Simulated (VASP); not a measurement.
A run of VASP 6.6.1:

File INCAR:

```
PREC     = Accurate       # precision mode
ENCUT    = 520            # plane-wave cutoff, eV
EDIFF    = 1E-6           # SCF threshold, eV
ISMEAR   = 0              # smearing method
SIGMA    = 0.01           # smearing width, eV
LREAL    = F              # projectors in reciprocal space
LASPH    = T              # aspherical terms in the spheres
NELM     = 60             # most SCF steps
ALGO     = Normal         # electronic algorithm
ISIF     = 2              # what is computed and relaxed
LWAVE    = F              # write WAVECAR
LCHARG   = T              # write CHGCAR
LELF     = T              # ELF
LVHAR    = T            
NBANDS   = 20             # bands
```

The input KPOINTS:

```
Automatic mesh
0
Gamma
  12 12 2
```

The input POSCAR:

```
MoS2
1.0
    3.1841260822      0.0000000000      0.0000000000
   -1.5920630411      2.7575340760      0.0000000000
    0.0000000000      0.0000000000     17.3345999500
Mo S
1 2
Direct
    0.0000000000      0.0000000000      0.0000000000
    0.3333333333      0.6666666667      0.9105070200
    0.3333333333      0.6666666667      0.0894929800
```

Potentials or basis: VASP PAW LDA potentials, release 64 (Mo_sv, S).

The run is started by

```bash
$ cat potpaw_LDA.64/Mo_sv/POTCAR potpaw_LDA.64/S/POTCAR > POTCAR
$ mpirun -np 1 vasp_std > vasp.out
```

Hardware: 1 thread of Intel Xeon 6975P-C, on a shared host.

Estimate the wall time of this run.

It took 120 s on 1 thread of Intel Xeon 6975P-C, on a shared host, peak memory 0.28 GiB. Counts: scf iterations 22, k points 38.
